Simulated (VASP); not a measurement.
# SnO (Pmn2_1) in VASP: further runs

The runs below take SnO through single point, relaxation of cell and atoms, with LDA.

Everything below comes from runs of VASP 6.6.1. Logs are shortened: lines on timing, memory, paths and dates and some standing lists are left out, and cuts for length are marked.

## 1. The cell of the first run

The structure is orthorhombic, space group Pmn2_1 (No. 31). Conventional cell: a = 3.303 Å, b = 5.694 Å, c = 3.672 Å, α = 90.00°, β = 90.00°, γ = 90.00°. Within 2.8 Å of Sn (site symmetry m) lie 3 O at 2.12 to 2.14 Å. O (site symmetry m) has 3 Sn at 2.12 to 2.14 Å within 2.8 Å.

## 2. Single point, LDA

Input file INCAR:

```
PREC = Accurate
ENCUT = 520
EDIFF = 1E-7
ISMEAR = 0
SIGMA = 0.01
LREAL = F
LASPH = T
NELM = 100
ALGO = Normal
ISIF = 2
LWAVE = F
LCHARG = T
LELF = T
LVHAR = T
NBANDS = 28
```

Input file KPOINTS:

```
Automatic mesh
0
Gamma
  5 3 4
```

Input file POSCAR:

```
SnO
1.0
    3.3032608666      0.0000000000      0.0000000000
    0.0000000000      5.6943335561      0.0000000000
    0.0000000000      0.0000000000      3.6718693454
Sn O
2 2
Direct
    0.0000000000      0.2356648798      0.5358637323
    0.5000000000      0.7643351202      0.0358637323
    0.0000000000      0.8818921161      0.7141372677
    0.5000000000      0.1181078839      0.2141372677
```

Potentials or basis: VASP PAW LDA potentials, release 64 (Sn_d, O).

The run is started by

```bash
cat potpaw_LDA.64/Sn_d/POTCAR potpaw_LDA.64/O/POTCAR > POTCAR
mpirun -np 1 vasp_std > vasp.out
```

OUTCAR:

```text
PREC = Accurate
   ENCUT = 520
   EDIFF = 1E-7
   ISMEAR = 0
   LREAL = F
   LASPH = T
   NELM = 100
   ISIF = 2

 ion  position               nearest neighbor table
   1  0.000  0.236  0.536-   3 2.12   4 2.14   4 2.14   2 3.65   2 3.65   2 3.65   2 3.65
   2  0.500  0.764  0.036-   4 2.12   3 2.14   3 2.14   1 3.65   1 3.65   1 3.65   1 3.65
   3  0.000  0.882  0.714-   1 2.12   2 2.14   2 2.14
   4  0.500  0.118  0.214-   2 2.12   1 2.14   1 2.14

  LATTYP: Found a simple orthorhombic cell.
 ALAT       =     3.3032608666
 B/A-ratio  =     1.1115892731
 C/A-ratio  =     1.7238522133

  Lattice vectors:

 A1 = (  -3.3032608666,   0.0000000000,   0.0000000000)
 A2 = (   0.0000000000,   0.0000000000,   3.6718693454)
 A3 = (   0.0000000000,   5.6943335561,   0.0000000000)

Analysis of symmetry for initial positions (statically):
=====================================================================
 Subroutine PRICEL returns:
 Original cell was already a primitive cell.

 Routine SETGRP: Setting up the symmetry group for a
 simple orthorhombic supercell.

 Subroutine GETGRP returns: Found  4 space group operations
 (whereof  2 operations were pure point group operations)
 out of a pool of  8 trial point group operations.

The static configuration has the point symmetry C_1h.
 The point group associated with its full space group is C_2v.

Analysis of symmetry for dynamics (positions and initial velocities):
=====================================================================
 Subroutine PRICEL returns:
 Original cell was already a primitive cell.

 Routine SETGRP: Setting up the symmetry group for a
 simple orthorhombic supercell.

 Subroutine GETGRP returns: Found  4 space group operations
 (whereof  2 operations were pure point group operations)
 out of a pool of  8 trial point group operations.

The dynamic configuration has the point symmetry C_1h.
 The point group associated with its full space group is C_2v.

 Subroutine INISYM returns: Found  4 space group operations
 (whereof  2 operations are pure point group operations),
 and found     1 'primitive' translations

----------------------------------------------------------------------------------------

                                     Primitive cell

  volume of cell :      69.0674

  direct lattice vectors                    reciprocal lattice vectors
     3.303260867  0.000000000  0.000000000     0.302731162  0.000000000  0.000000000
     0.000000000  5.694333556  0.000000000     0.000000000  0.175613176  0.000000000
     0.000000000  0.000000000  3.671869345     0.000000000  0.000000000  0.272340845

  length of vectors
     3.303260867  5.694333556  3.671869345     0.302731162  0.175613176  0.272340845

  position of ions in fractional coordinates (direct lattice)
     0.000000000  0.235664880  0.535863732
     0.500000000  0.764335120  0.035863732
     0.000000000  0.881892116  0.714137268
     0.500000000  0.118107884  0.214137268

  ion indices of the primitive-cell ions
   primitive index   ion index
                 1           1
                 2           2
                 3           3
                 4           4

----------------------------------------------------------------------------------------

 KPOINTS: Automatic mesh

Automatic generation of k-mesh.
 Grid dimensions read from file:
 generate k-points for:    5    3    4

 Generating k-lattice:

  Cartesian coordinates                     Fractional coordinates (reciprocal lattice)
     0.060546232  0.000000000  0.000000000     0.200000000  0.000000000  0.000000000
     0.000000000  0.058537725  0.000000000     0.000000000  0.333333333  0.000000000
     0.000000000  0.000000000  0.068085211     0.000000000  0.000000000  0.250000000

  Length of vectors
     0.060546232  0.058537725  0.068085211

  Shift w.r.t. Gamma in fractional coordinates (k-lattice)
     0.000000000  0.000000000  0.000000000

 Subroutine IBZKPT returns following result:
 ===========================================

 Found     18 irreducible k-points:

 Following reciprocal coordinates:
            Coordinates               Weight
  0.000000  0.000000  0.000000      1.000000
  0.200000  0.000000  0.000000      2.000000
  0.400000  0.000000  0.000000      2.000000
  0.000000  0.333333  0.000000      2.000000
  0.200000  0.333333  0.000000      4.000000
  0.400000  0.333333  0.000000      4.000000
[... 10 lines left out ...]
  0.200000  0.333333  0.500000      4.000000
  0.400000  0.333333  0.500000      4.000000
   k-points           NKPTS =     18   k-points in BZ     NKDIM =     18   number of bands    NBANDS=     28
   number of dos      NEDOS =    301   number of ions     NIONS =      4
   total plane-waves  NPLWV =  32928
   dimension x,y,z NGX =    28 NGY =   42 NGZ =   28
   dimension x,y,z NGXF=    56 NGYF=   84 NGZF=   56
   ions per type =               2   2
   NGX,Y,Z   is equivalent  to a cutoff of  14.09, 12.26, 12.68 a.u.
   NGXF,Y,Z  is equivalent  to a cutoff of  28.18, 24.52, 25.35 a.u.
 SYSTEM =  unknown system
   PREC   = accura    normal or accurate (medium, high low for compatibility)
   ISTART =      0    job   : 0-new  1-cont  2-samecut
   ICHARG =      2    charge: 1-file 2-atom 10-const
   ISPIN  =      1    spin polarized calculation?
   LNONCOLLINEAR =      F non collinear calculations
   LSORBIT =      F    spin-orbit coupling
   LASPH  =      T    aspherical Exc in radial PAW
   ENCUT  =  520.0 eV  38.22 Ry    6.18 a.u.   6.14 10.59  6.83*2*pi/ulx,y,z
   NELM   =    100;   NELMIN=  2; NELMDL= -5     # of ELM steps
   EDIFF  = 0.1E-06   stopping-criterion for ELM
   LREAL  =      F    real-space projection
   EDIFFG = 0.1E-05   stopping-criterion for IOM
   NSW    =      0    number of steps for IOM
   IBRION =     -1    ionic relax: 0-MD 1-quasi-New 2-CG
   NFREE  =      0    steps in history (QN), initial steepest desc. (CG)
   ISIF   =      2    stress and relaxation
   ISYM   =      2    0-nonsym 1-usesym 2-fastsym
   POTIM  = 0.5000    time-step for ionic-motion
   TEBEG  =    0.0;   TEEND  =   0.0 temperature during run
   PSTRESS=    0.0 pullay stress
   NELECT =      40.0000    total number of electrons
   NUPDOWN=      -1.0000    fix difference up-down
   EMIN   =  10.00;   EMAX   =-10.00  energy-range for DOS
   EFERMI =   0.00;   METHOD = LEGACY
   ISMEAR =     0;   SIGMA  =   0.01  broadening in eV -4-tet -1-fermi 0-gaus
   EFERMI_NEDOS =   21; number of points for ismear=-14 and -15
   IALGO  =     38    algorithm
   IMIX   =      4    mixing-type and parameters
     AMIX     =   0.40;   BMIX     =  1.00
     AMIX_MAG =   1.60;   BMIX_MAG =  1.00
  volume/ion in A,a.u.               =      17.27       116.52
  Fermi-wavevector in a.u.,A,eV,Ry     =   1.364595  2.578711 25.335680  1.862120
  Thomas-Fermi vector in A             =   2.490897
   LORBIT       =      0    0 simple, 1 ext, 2 COOP (PROOUT), +10 PAW based schemes
   GGA     = CA    functional components
   LHFCALC =     F    Hartree Fock is set to
   AEXX    =    0.0000 exact exchange contribution
   IVDW    =     0    specifies the selected vdW correction
   LEPSILON=     F    determine dielectric tensor
   LRPA    =     F    only Hartree local field effects (RPA)
 non-spin polarized calculation
 Gauss-broadening in eV      SIGMA  =   0.01
  energy-cutoff  :      520.00
  volume of cell :       69.07
 maximum number of plane-waves:      1880
 NGX is ok and might be reduce to    28
   NGX = 13   NGY = 21   NGZ = 13

 number of electron      39.9999998 magnetization

 Free energy of the ion-electron system (eV)
  ---------------------------------------------------
  ext. energy  EPLUGINS =         0.00000000
  ---------------------------------------------------
  free energy    TOTEN  =       -25.30217123 eV

  energy without entropy =      -25.30217123  energy(sigma->0) =      -25.30217123

 E-fermi :   6.3989     XC(G=0): -10.7780

 val. band max:        6.2771104126   @ k =   0.0000   0.0000   0.0000
 cond. band min:       7.7420993155   @ k =   0.4000   0.3333   0.0000
 fundamental gap:      1.4649889029
 Fermi energy:         6.3989424596

 k-point     1 :       0.0000    0.0000    0.0000
  band No.  band energies     occupation
      1     -15.0132      2.00000
      2     -14.6478      2.00000
      3     -14.5788      2.00000
      4     -14.5012      2.00000
      5     -14.4809      2.00000
      6     -14.4732      2.00000
[... 20 lines left out ...]
     27      15.5126      0.00000
     28      16.2161      0.00000

 k-point     2 :       0.2000    0.0000    0.0000
  band No.  band energies     occupation
      1     -14.9953      2.00000
      2     -14.6872      2.00000
      3     -14.5498      2.00000
      4     -14.5498      2.00000
      5     -14.4933      2.00000
      6     -14.4769      2.00000
[... 20 lines left out ...]
     27      15.6568      0.00000
     28      16.3935      0.00000

 k-point     3 :       0.4000    0.0000    0.0000
  band No.  band energies     occupation
      1     -14.9834      2.00000
      2     -14.8986      2.00000
      3     -14.5053      2.00000
      4     -14.4939      2.00000
      5     -14.4938      2.00000
      6     -14.4784      2.00000
[... 20 lines left out ...]
     27      16.2211      0.00000
     28      16.7336      0.00000

 k-point     4 :       0.0000    0.3333    0.0000
  band No.  band energies     occupation
      1     -15.0034      2.00000
      2     -14.6536      2.00000
      3     -14.5724      2.00000
      4     -14.4980      2.00000
      5     -14.4843      2.00000
      6     -14.4761      2.00000
[... 392 lines left out ...]
     27      16.7939      0.00000
     28      16.7939      0.00000

 k-point    17 :       0.2000    0.3333    0.5000
  band No.  band energies     occupation
      1     -14.9111      2.00000
      2     -14.9111      2.00000
      3     -14.5365      2.00000
      4     -14.5365      2.00000
      5     -14.4748      2.00000
      6     -14.4748      2.00000
[... 20 lines left out ...]
     27      16.4393      0.00000
     28      16.4393      0.00000

 k-point    18 :       0.4000    0.3333    0.5000
  band No.  band energies     occupation
      1     -15.0178      2.00000
      2     -15.0178      2.00000
      3     -14.5269      2.00000
      4     -14.5269      2.00000
      5     -14.4269      2.00000
      6     -14.4269      2.00000
[... 20 lines left out ...]
     27      16.1403      0.00000
     28      16.1403      0.00000

------------------------ aborting loop because EDIFF is reached ----------------------------------------

  FORCE on cell =-STRESS in cart. coord.  units (eV):
  Direction    XX          YY          ZZ          XY          YZ          ZX
  --------------------------------------------------------------------------------------
  -------------------------------------------------------------------------------------
  Total        0.1892636      0.2177266      0.1041151      0.0000000      0.0000000      0.0000000
  in kB        4.3904061      5.0506704      2.4151889      0.0000000      0.0000000      0.0000000
  external PRESSURE =       3.9520885 kB  Pullay stress =       0.0000000 kB

 VOLUME and BASIS-vectors are now :
 -----------------------------------------------------------------------------
  energy-cutoff  :      520.00
  volume of cell :       69.07
      direct lattice vectors                 reciprocal lattice vectors
     3.303260867  0.000000000  0.000000000     0.302731162  0.000000000  0.000000000
     0.000000000  5.694333556  0.000000000     0.000000000  0.175613176  0.000000000
     0.000000000  0.000000000  3.671869345     0.000000000  0.000000000  0.272340845

 POSITION                                       TOTAL-FORCE (eV/Angst)
 -----------------------------------------------------------------------------------
      0.00000      1.34195      1.96762         0.000000      0.109275      0.033970
      1.65163      4.35238      0.13169         0.000000     -0.109275      0.033970
      0.00000      5.02179      2.62222         0.000000      0.003234     -0.033970
      1.65163      0.67255      0.78628         0.000000     -0.003234     -0.033970
 -----------------------------------------------------------------------------------
    total drift:                                0.000000      0.000000     -0.000026

  FREE ENERGIE OF THE ION-ELECTRON SYSTEM (eV)
  ---------------------------------------------------
  free  energy   TOTEN  =       -25.3021712321 eV

  energy  without entropy=      -25.3021712321  energy(sigma->0) =      -25.30217123
```

It took 24 s on 1 thread of AMD EPYC 9R45 (Zen 5), shared host; peak memory 0.14 GiB.

Results:

```
Free energy            : -25.3022 eV
Pressure               : 0.4 GPa
Largest force          : 0.114 eV/Å
Band gap on the k mesh : 1.47 eV, indirect (least direct gap 2.24 eV)
```

Forces on the atoms (eV/Å):
```
Sn   0.000  0.109  0.034
Sn   0.000 -0.109  0.034
O    0.000  0.003 -0.034
O    0.000 -0.003 -0.034
```

Stress tensor (GPa, compression positive):
```
0.44 0.00 0.00
0.00 0.51 0.00
0.00 0.00 0.24
```

Caveat: the k points lie up to 0.43 Å⁻¹ apart; spin-orbit coupling is left out, which moves the levels of the heavy elements.

## 3. Relaxation of cell and atoms, LDA

This run uses another cell than the first one, of 20.09 Å³/atom, 1.164 times its volume.

Input file INCAR:

```
SYSTEM = SnO
PREC = Accurate ; ENCUT = 600
EDIFF = 1E-6 ; ISMEAR = 0
SIGMA = 0.01 ; LREAL = .FALSE.
LASPH = .TRUE. ; NELM = 60
ALGO = Normal ; ISIF = 3
LWAVE = .FALSE. ; LCHARG = .FALSE.
GGA = CA ; IBRION = 2
NSW = 60 ; EDIFFG = -0.01
```

Input file KPOINTS:

```
regular mesh
0
G
  5 3 4
  0 0 0
```

Input file POSCAR:

```
SnO
1.0
    3.3550050000      0.0000000000      0.0000000000
    0.0000000000      5.6741040000      0.0000000000
    0.0000000000      0.0000000000      4.2219700000
Sn O
2 2
Direct
    0.0000000000      0.2319090000      0.5131440000
    0.5000000000      0.7680910000      0.0131440000
    0.0000000000      0.8912500000      0.7368570000
    0.5000000000      0.1087500000      0.2368570000
```

Potentials or basis: VASP PAW LDA potentials, release 64 (Sn_d, O).

The run is started by

```bash
cat potpaw_LDA.64/Sn_d/POTCAR potpaw_LDA.64/O/POTCAR > POTCAR
mpirun -np 1 vasp_std > vasp.out
```

It took 7.9 min on 1 thread of AMD EPYC 9R45 (Zen 5), shared host; peak memory 0.18 GiB.

Results (log left out):

| Item | Value |
| --- | --- |
| Free energy | -25.3215 eV |
| Relaxed volume | 17.10 Å³/atom |
| Relaxed cell | a = 3.304 Å, b = 5.683 Å, c = 3.642 Å, α = 90.00°, β = 90.00°, γ = 90.00° |
| Space group after relaxing (to 0.05 Å) | Pmn2_1 (No. 31) |
| Energy gained by relaxing | 34.6 meV/atom |
| Ionic steps | 38 |
| Pressure after relaxing | 0.1 GPa |
| Largest force after relaxing | 0.008 eV/Å |
| Band gap on the k mesh | 1.44 eV, indirect (least direct gap 2.23 eV) |

Forces on the atoms (eV/Å):
```
Sn   0.000  0.007 -0.002
Sn   0.000 -0.007 -0.002
O    0.000  0.003  0.002
O    0.000 -0.003  0.002
```

Step by step:
| step | energy change (eV) | largest force (eV/Å) | pressure (GPa) | volume (Å³) |
| --- | --- | --- | --- | --- |
| 1 | 0.0000 | 0.6500 | -5.25 | 80.37 |
| 2 | 0.0062 | 1.4572 | 5.66 | 72.96 |
| 3 | -0.0785 | 0.3078 | -0.45 | 76.58 |
| 4 | -0.0905 | 0.2141 | -0.39 | 75.77 |
| 5 | -0.0994 | 0.0669 | -0.26 | 74.49 |
| 6 | -0.0996 | 0.0958 | -0.25 | 74.25 |
| 7 | -0.1039 | 0.0903 | 0.05 | 73.57 |
| 8 | -0.1095 | 0.1621 | 0.81 | 71.88 |
| 9 | -0.1118 | 0.1081 | 0.40 | 71.82 |
| 10 | -0.1135 | 0.1068 | -0.34 | 71.69 |
| 11 | -0.1143 | 0.1021 | -0.31 | 71.51 |
| 12 | -0.1161 | 0.0898 | -0.20 | 70.98 |
| 13 | -0.1163 | 0.0768 | 0.00 | 69.90 |
| 14 | -0.1167 | 0.0811 | -0.13 | 70.44 |
| 15 | -0.1188 | 0.0837 | 0.13 | 70.13 |
| 16 | -0.1220 | 0.1629 | 0.94 | 69.22 |
| 17 | -0.1229 | 0.1518 | 0.86 | 69.19 |
| 18 | -0.1253 | 0.1401 | 0.65 | 69.10 |
| 19 | -0.1286 | 0.1343 | 0.21 | 68.92 |
| 20 | -0.1279 | 0.2368 | -0.56 | 68.54 |
| 21 | -0.1295 | 0.1592 | -0.09 | 68.76 |
| 22 | -0.1312 | 0.1307 | -0.08 | 68.68 |
| 23 | -0.1336 | 0.0621 | -0.08 | 68.44 |
| 24 | -0.1337 | 0.0580 | -0.03 | 68.39 |
| 25 | -0.1343 | 0.0338 | 0.07 | 68.34 |
| 26 | -0.1356 | 0.0560 | 0.43 | 68.19 |
| 27 | -0.1344 | 0.2189 | 1.18 | 67.87 |
| 28 | -0.1357 | 0.0987 | 0.66 | 68.11 |
| 29 | -0.1361 | 0.0912 | 0.58 | 68.14 |
| 30 | -0.1369 | 0.0651 | 0.44 | 68.24 |
| 31 | -0.1378 | 0.0679 | 0.07 | 68.43 |
| 32 | -0.1378 | 0.0712 | -0.02 | 68.46 |
| 33 | -0.1379 | 0.0577 | -0.04 | 68.46 |
| 34 | -0.1381 | 0.0218 | -0.07 | 68.48 |
| 35 | -0.1381 | 0.0157 | -0.09 | 68.48 |
| 36 | -0.1382 | 0.0109 | -0.02 | 68.44 |
| 37 | -0.1382 | 0.0186 | 0.08 | 68.38 |
| 38 | -0.1382 | 0.0075 | 0.05 | 68.38 |

Final structure:
```yaml
crystal:
  lattice:
    - [3.30402, 0.00000, 0.00000]
    - [0.00000, 5.68286, 0.00000]
    - [0.00000, 0.00000, 3.64204]
  atoms:
    - { symbol: Sn, position: [0.00000, 0.23734, 0.53877] }
    - { symbol: Sn, position: [0.50000, 0.76266, 0.03877] }
    - { symbol: O, position: [0.00000, 0.88057, 0.71123] }
    - { symbol: O, position: [0.50000, 0.11943, 0.21123] }
```

Levels at points of the mesh, in eV from the valence-band top:
| k point | band 17 | band 18 | band 19 | band 20 | band 21 | band 22 | band 23 | band 24 |
| --- | --- | --- | --- | --- | --- | --- | --- | --- |
| (0.00, 0.00, 0.00) | -4.08 | -2.89 | -2.43 | 0.00 | 3.18 | 3.75 | 6.53 | 6.69 |
| (0.00, 0.00, 0.50) | -3.45 | -3.45 | -1.45 | -1.45 | 2.27 | 2.27 | 5.75 | 5.75 |

Caveat: spin-orbit coupling is left out, which moves the levels of the heavy elements. Expect the measured gap to be larger: semilocal functionals such as LDA lack the derivative discontinuity.
